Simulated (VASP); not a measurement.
# ZnS (R3m) in VASP: notebook, part 3 of 3

VASP 6.6.1. The steps go on from the part before.

## 4. Single point, LDA

This run uses another cell than the first one, of 18.77 Å³/atom, 1.091 times its volume.

Contents of INCAR:

```
SYSTEM = ZnS
  ALGO = Normal
  EDIFF = 1E-6
  ENCUT = 520
  GGA = CA
  ISIF = 2
  ISMEAR = 0
  LASPH = .True.
  LCHARG = .False.
  LREAL = .False.
  LWAVE = .False.
  NBANDS = 36
  NELM = 60
  PREC = Accurate
  SIGMA = 0.01
```

Contents of KPOINTS:

```
k-points
0
Gamma
  6 6 6
  0 0 0
```

Contents of POSCAR:

```
ZnS
1.0
    1.8773506714      1.0838893553      9.2255548304
   -1.8773506714      1.0838893553      9.2255548304
    0.0000000000     -2.1677777242      9.2255548304
Zn S
3 3
Direct
    0.9999710000      0.9999710000      0.9999710000
    0.2222690000      0.2222690000      0.2222690000
    0.4446130000      0.4446130000      0.4446130000
    0.0832670000      0.0832670000      0.0832670000
    0.5278420000      0.5278420000      0.5278420000
    0.3053630000      0.3053630000      0.3053630000
```

Potentials or basis: VASP PAW LDA potentials, release 64 (Zn, S).

Run with:

```console
$ cat potpaw_LDA.64/Zn/POTCAR potpaw_LDA.64/S/POTCAR > POTCAR
$ mpirun -np 1 vasp_std > vasp.out
```

OUTCAR:

```text
SYSTEM = ZnS
   EDIFF = 1E-6
   ENCUT = 520
   GGA = CA
   ISIF = 2
   ISMEAR = 0
   LASPH = .True.
   LREAL = .False.
   NELM = 60
   PREC = Accurate

 ion  position               nearest neighbor table
   1  1.000  1.000  1.000-   6 2.30   6 2.30   6 2.30   4 2.31
   2  0.222  0.222  0.222-   6 2.30   5 2.30   5 2.30   5 2.30
   3  0.445  0.445  0.445-   4 2.30   4 2.30   4 2.30   5 2.30
   4  0.083  0.083  0.083-   3 2.30   3 2.30   3 2.30   1 2.31
   5  0.528  0.528  0.528-   2 2.30   2 2.30   2 2.30   3 2.30
   6  0.305  0.305  0.305-   2 2.30   1 2.30   1 2.30   1 2.30

  LATTYP: Found a trigonal (rhomboedric) cell.
 ALAT       =     9.4768203321
 COS(alpha) =     0.9215133891

  Lattice vectors:

 A1 = (   1.8773506714,   1.0838893553,   9.2255548304)
 A2 = (  -1.8773506714,   1.0838893553,   9.2255548304)
 A3 = (   0.0000000000,  -2.1677777242,   9.2255548304)

Analysis of symmetry for initial positions (statically):
=====================================================================
 Subroutine PRICEL returns:
 Original cell was already a primitive cell.

 Routine SETGRP: Setting up the symmetry group for a
 trigonal (rhombohedral) supercell.

 Subroutine GETGRP returns: Found  6 space group operations
 (whereof  6 operations were pure point group operations)
 out of a pool of 12 trial point group operations.

The static configuration has the point symmetry C_3v.

Analysis of symmetry for dynamics (positions and initial velocities):
=====================================================================
 Subroutine PRICEL returns:
 Original cell was already a primitive cell.

 Routine SETGRP: Setting up the symmetry group for a
 trigonal (rhombohedral) supercell.

 Subroutine GETGRP returns: Found  6 space group operations
 (whereof  6 operations were pure point group operations)
 out of a pool of 12 trial point group operations.
[... 123 lines left out ...]
   EFERMI =   0.00;   METHOD = LEGACY
   ISMEAR =     0;   SIGMA  =   0.01  broadening in eV -4-tet -1-fermi 0-gaus
   EFERMI_NEDOS =   21; number of points for ismear=-14 and -15
   IALGO  =     38    algorithm
   IMIX   =      4    mixing-type and parameters
     AMIX     =   0.40;   BMIX     =  1.00
     AMIX_MAG =   1.60;   BMIX_MAG =  1.00
  volume/ion in A,a.u.               =      18.77       126.68
  Fermi-wavevector in a.u.,A,eV,Ry     =   1.281292  2.421291 22.336808  1.641709
  Thomas-Fermi vector in A             =   2.413670
   LORBIT       =      0    0 simple, 1 ext, 2 COOP (PROOUT), +10 PAW based schemes
   GGA     = CA    functional components
   LHFCALC =     F    Hartree Fock is set to
   AEXX    =    0.0000 exact exchange contribution
   IVDW    =     0    specifies the selected vdW correction
   LEPSILON=     F    determine dielectric tensor
   LRPA    =     F    only Hartree local field effects (RPA)
 non-spin polarized calculation
 Gauss-broadening in eV      SIGMA  =   0.01
  energy-cutoff  :      520.00
  volume of cell :      112.64
 maximum number of plane-waves:      3049
   NGX = 35   NGY = 35   NGZ = 35

 number of electron      54.0000003 magnetization

 Free energy of the ion-electron system (eV)
  ---------------------------------------------------
  ext. energy  EPLUGINS =         0.00000000
  ---------------------------------------------------
  free energy    TOTEN  =       -24.60431257 eV

  energy without entropy =      -24.60431257  energy(sigma->0) =      -24.60431257

 E-fermi :   2.4855     XC(G=0): -10.2635

 val. band max:        2.4226481870   @ k =   0.0000   0.0000   0.0000
 cond. band min:       4.5809592781   @ k =   0.0000   0.0000   0.0000
 fundamental gap:      2.1583110910
 Fermi energy:         2.4854756665

 k-point     1 :       0.0000    0.0000    0.0000
  band No.  band energies     occupation
      1     -11.0648      2.00000
      2     -10.3237      2.00000
      3     -10.3139      2.00000
      4      -4.2941      2.00000
      5      -4.2829      2.00000
      6      -4.2829      2.00000
[... 925 lines left out ...]
     35       9.9448      0.00000
     36      11.1072      0.00000

 [... further k-points ...]
[... 5 lines left out ...]
  --------------------------------------------------------------------------------------
  -------------------------------------------------------------------------------------
  Total       -0.4378441     -0.4378441     -0.3949193      0.0000000     -0.0000000      0.0000000
  in kB       -6.2281071     -6.2281084     -5.6175249      0.0000000     -0.0000002      0.0000000
  external PRESSURE =      -6.0245801 kB  Pullay stress =       0.0000000 kB

 VOLUME and BASIS-vectors are now :
 -----------------------------------------------------------------------------
  energy-cutoff  :      520.00
  volume of cell :      112.64
      direct lattice vectors                 reciprocal lattice vectors
     1.877350671  1.083889355  9.225554830     0.266332768  0.153767279  0.036131516
    -1.877350671  1.083889355  9.225554830    -0.266332768  0.153767279  0.036131516
     0.000000000 -2.167777724  9.225554830     0.000000000 -0.307534559  0.036131533

 POSITION                                       TOTAL-FORCE (eV/Angst)
 -----------------------------------------------------------------------------------
      0.00000      0.00000     27.67586         0.000000     -0.000000     -0.000514
      0.00000      0.00000      6.15166         0.000000      0.000000      0.008081
      0.00000      0.00000     12.30540         0.000000     -0.000000     -0.006692
      0.00000      0.00000      2.30455         0.000000     -0.000000     -0.001078
      0.00000      0.00000     14.60891         0.000000     -0.000000     -0.002123
      0.00000      0.00000      8.45143         0.000000      0.000000      0.002327
 -----------------------------------------------------------------------------------
    total drift:                               -0.000000      0.000002      0.000171

  FREE ENERGIE OF THE ION-ELECTRON SYSTEM (eV)
  ---------------------------------------------------
  free  energy   TOTEN  =       -24.6043125680 eV

  energy  without entropy=      -24.6043125680  energy(sigma->0) =      -24.60431257
```

OSZICAR:

```text
N       E                     dE             d eps       ncg     rms          rms(c)
DAV:   1     0.413620643227E+03    0.41362E+03   -0.25465E+04  2304   0.184E+03
DAV:   2     0.247611084869E+02   -0.38886E+03   -0.37358E+03  2312   0.404E+02
DAV:   3    -0.239940982558E+02   -0.48755E+02   -0.48167E+02  2592   0.138E+02
DAV:   4    -0.258844800367E+02   -0.18904E+01   -0.18834E+01  2792   0.270E+01
DAV:   5    -0.259138707188E+02   -0.29391E-01   -0.29376E-01  2792   0.342E+00    0.131E+01
DAV:   6    -0.246369599222E+02    0.12769E+01   -0.27179E+00  3324   0.421E+01    0.985E+00
DAV:   7    -0.246532914246E+02   -0.16332E-01   -0.27827E+00  2524   0.816E+00    0.344E+00
DAV:   8    -0.246075433836E+02    0.45748E-01   -0.12599E-01  3060   0.251E+00    0.978E-01
DAV:   9    -0.246042262733E+02    0.33171E-02   -0.41621E-02  3028   0.183E+00    0.341E-01
DAV:  10    -0.246042790980E+02   -0.52825E-04   -0.12797E-03  2828   0.495E-01    0.187E-01
DAV:  11    -0.246043203079E+02   -0.41210E-04   -0.19153E-04  3000   0.330E-01    0.748E-02
DAV:  12    -0.246043116605E+02    0.86474E-05   -0.61309E-05  2820   0.272E-01    0.214E-02
DAV:  13    -0.246043124504E+02   -0.78994E-06   -0.13632E-05  2556   0.333E-02    0.760E-03
DAV:  14    -0.246043125680E+02   -0.11760E-06   -0.92379E-07  1504   0.150E-02
   1 F= -.24604313E+02 E0= -.24604313E+02  d E =-.375895E-21
```

stdout:

```text
POSCAR found type information on POSCAR ZnS
 POSCAR found :  2 types and       6 ions
 scaLAPACK will be used
 LDA part: xc-table for (Slater(with rela. corr.)+CA(PZ))
 , standard interpolation
 POSCAR, INCAR and KPOINTS ok, starting setup
 FFT: planning ... GRIDC
 FFT: planning ... GRID_SOFT
 FFT: planning ... GRID
 WAVECAR not read
 entering main loop
```

Run time: 4.6 min. Hardware: 1 thread of Intel Xeon 6975P-C (Granite Rapids), shared host; peak memory 0.48 GiB.

Results:

| Item | Value |
| --- | --- |
| Free energy | -24.6043 eV |
| Pressure | -0.6 GPa |
| Largest force | 0.008 eV/Å |
| Band gap on the k mesh | 2.16 eV, direct |

Forces in eV/Å, atoms in the order of the input:
```
Zn   0.000  0.000 -0.001
Zn   0.000  0.000  0.008
Zn   0.000  0.000 -0.007
S    0.000  0.000 -0.001
S    0.000  0.000 -0.002
S    0.000  0.000  0.002
```

## 5. Summary

| cell | gap on the mesh (eV) | pressure (GPa) | largest force (eV/Å) |
| --- | --- | --- | --- |
| a = 9.206 Å, angles 22.9°, 6 atoms | 2.57 | 8.2 | 0.03 |
| a = 9.343 Å, angles 22.9°, 6 atoms | 2.36 | 3.3 | 0.02 |
| a = 9.477 Å, angles 22.9°, 6 atoms | 2.16 | -0.6 | 0.01 |

Alike in all rows: task single point; level LDA; potentials or basis VASP PAW LDA potentials, release 64 (Zn, S); no spin polarisation; k mesh 6 × 6 × 6; cutoff (eV) 520; smearing gaussian 0.01 eV.

Total energies depend on the potentials used, so only differences within one code and one set of settings carry meaning.
